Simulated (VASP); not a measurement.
A run of VASP 6.6.1:

INCAR

```
  PREC = Accurate
  ENCUT = 520
  EDIFF = 1E-7
  ISMEAR = 0
  SIGMA = 0.05
  LREAL = False
  LASPH = True
  NELM = 80
  ALGO = Normal
  ISIF = 2
  LWAVE = False
  LCHARG = True
  GGA = PE
  LELF = True
  LVHAR = True
  NBANDS = 26
```

KPOINTS

```
regular mesh
0
Gamma
  12 12 4
```

The input POSCAR:

```
SiC
1.0
    2.9703553735      0.0000000000      0.0000000000
   -1.4851776867      2.5724032117      0.0000000000
    0.0000000000      0.0000000000      9.7241656306
Si C
4 4
Direct
    0.6666666667      0.3333333333      0.9378441878
    0.3333333333      0.6666666667      0.4378441878
    0.0000000000      0.0000000000      0.6878995565
    0.0000000000      0.0000000000      0.1878995565
    0.6666666667      0.3333333333      0.7498074459
    0.3333333333      0.6666666667      0.2498074459
    0.0000000000      0.0000000000      0.5004478098
    0.0000000000      0.0000000000      0.0004478098
```

Potentials or basis: VASP PAW PBE potentials, release 64 (Si, C).

Run with:

```bash
$ cat potpaw_PBE.64/Si/POTCAR potpaw_PBE.64/C/POTCAR > POTCAR
$ mpirun -np 1 vasp_std > vasp.out
```

Hardware: 1 thread of AMD EPYC 9R45 96-Core Processor (Zen 5) (shared host).

Q: How long does it take, and how much memory?

A: Wall time 73 s on 1 thread of AMD EPYC 9R45 96-Core Processor (Zen 5) (shared host), peak memory 0.2 GiB. Counts: scf iterations 15, k points 57.
